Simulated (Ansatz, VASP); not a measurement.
# P3S2: VASP beside Ansatz

```
CELL_PARAMETERS angstrom
3.14948 1.81835 2.60416
-3.14948 1.81835 2.60416
0.00000 -3.63671 2.60416
ATOMIC_POSITIONS crystal
P 0.21435 0.78565 0.00000
P 0.00000 0.21435 0.78565
P 0.78565 0.00000 0.21435
S 0.37127 0.37127 0.37127
S 0.62873 0.62873 0.62873
```

Change from the starting cell: species swapped into the Ni3Se2 type (R32, No. 155).

Alike in both runs: functional PBE; k mesh 12 × 12 × 12; occupations gaussian, width 0.1 eV; no spin polarisation.

Ansatz relaxed the structure, and its values are those at the end. VASP's run is a single point on that final structure, the one shown.

|  | VASP | Ansatz |
| --- | --- | --- |
| version | VASP 6.6.1 | Ansatz 0.2.0 |
| potentials or method | VASP PAW PBE potentials, release 64 (P, S), cutoff 520 eV | scalar-relativistic, plane waves, PAW |
| valence electrons in the cell | 27 | 27 |

```csv
,VASP,Ansatz,Ansatz less VASP
gap on the k mesh at the Fermi level (eV),none,none,-
pressure (GPa),-0.3,0.0,+0.30
rms of the force components (eV/Å),0.058,0.001,-0.0578
```

A gap of «none» marks a metal or a gap that the smearing closes. With one functional, cell and mesh, what is left measures potentials, basis and numerics.
